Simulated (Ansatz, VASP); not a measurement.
# Mg2Si3N in VASP and in Ansatz

```
CELL_PARAMETERS angstrom
3.81528 0.00000 0.00000
-1.90764 3.30413 0.00000
0.00000 0.00000 7.81834
ATOMIC_POSITIONS crystal
Mg 0.33333 0.66667 0.72757
Mg 0.33333 0.66667 0.27243
Si 0.66667 0.33333 0.00000
Si 0.00000 0.00000 0.50000
Si 0.00000 0.00000 0.00000
N 0.66667 0.33333 0.50000
```

Change from the starting cell: species swapped into the Ce2CuSi3 type (P-6m2, No. 187).

Alike in both runs: functional PBE; k mesh 6 × 6 × 4; occupations gaussian, width 0.1 eV; no spin polarisation.

Ansatz relaxed the structure, and its values are those at the end. VASP's run is a single point on that final structure, the one shown.

|  | VASP | Ansatz |
| --- | --- | --- |
| version | VASP 6.6.1 | Ansatz 0.2.0 |
| potentials or method | VASP PAW PBE potentials, release 64 (Mg, Si, N), cutoff 520 eV | scalar-relativistic, plane waves, PAW |
| valence electrons in the cell | 21 | 37 |

|  | VASP | Ansatz | Ansatz less VASP |
| --- | --- | --- | --- |
| gap on the k mesh at the Fermi level (eV) | none | none | - |
| pressure (GPa) | 0.2 | 0.3 | +0.18 |
| rms of the force components (eV/Å) | 0.003 | 0.004 | +0.0005 |

A gap of «none» marks a metal or a gap that the smearing closes. VASP's potentials hold 21 valence electrons a cell and Ansatz's 37, so a difference there can come from the potentials and not from the codes.
